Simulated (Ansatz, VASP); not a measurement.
# AlN: VASP beside Ansatz

```xyz
2
Lattice="0.0000 1.9376 1.9376 1.9376 0.0000 1.9376 1.9376 1.9376 0.0000" Properties=species:S:1:pos:R:3 pbc="T T T"
Al    0.0000    0.0000    0.0000
N     1.9376    1.9376    1.9376
```

Change from the starting cell: volume scaled by 0.94, ions relaxed.

Alike in both runs: functional PBE; k mesh 13 × 13 × 13; occupations fermi-dirac, width 0.02 eV; no spin polarisation.

Ansatz relaxed the structure, and its values are those at the end. VASP's run is a single point on that final structure, the one shown.

|  | VASP | Ansatz |
| --- | --- | --- |
| version | VASP 6.6.1 | Ansatz 0.2.0 |
| potentials or method | VASP PAW PBE potentials, release 64 (Al, N) | plane-wave PAW, scalar-relativistic |
| plane-wave cutoff (eV) | 600 | 420 |
| valence electrons in the cell | 8 | 8 |

|  | VASP | Ansatz | Ansatz less VASP |
| --- | --- | --- | --- |
| gap on the k mesh at the Fermi level (eV) | 5.11 | 5.10 | -0.011 |
| pressure (GPa) | 49.3 | 49.7 | +0.45 |

Both programs put the cell under a high pressure, so it lies far from rest at this level. Ansatz's warnings: stress scf threshold loose.
